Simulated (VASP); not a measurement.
The system is Re.

```
Re
1.0
     2.76080    0.00000    0.00000
    -1.38040    2.39092    0.00000
     0.00000    0.00000    4.45820
Re
2
Direct
  0.66667 0.33333 0.75000
  0.33333 0.66667 0.25000
```

Base run:

| Item | Value |
| --- | --- |
| Program | VASP 6.6.1 |
| Functional | PBE |
| Potentials or basis | VASP PAW PBE potentials, release 64 (Re) |
| Cutoff | 520 eV |
| k mesh | 11 × 11 × 6 |
| Occupations | gaussian, width 0.012 eV |
| Spin | no spin polarisation |

Its results: band gap on the k mesh zero (bands 7 and 8 overlap by 3.05 eV); pressure 5.5 GPa.

After a change of settings the same cell gave: band gap on the k mesh zero (bands 7 and 8 overlap by 2.80 eV); pressure 6.2 GPa. Which change was it?
A. k mesh from 11 × 11 × 6 to 8 × 8 × 4; occupations from gaussian, width 0.012 eV to fermi-dirac, width 0.02 eV
B. occupations from gaussian, width 0.012 eV to gaussian, width 0.022 eV; further incar settings from ALGO = Fast; EDIFF = 1e-06; NBANDS = 14 to ALGO = Normal; EDIFF = 1e-07; NBANDS = 14
C. functional from PBE to BLYP; occupations from gaussian, width 0.012 eV to fermi-dirac, width 0.05 eV
D. occupations from gaussian, width 0.012 eV to gaussian, width 0.023 eV; further incar settings from ALGO = Fast; EDIFF = 1e-06; NBANDS = 14 to ALGO = Fast; EDIFF = 1e-07; NBANDS = 14

A.

Caveats: the cell stands under pressure; spin-orbit coupling is left out, which moves the levels of the heavy elements.
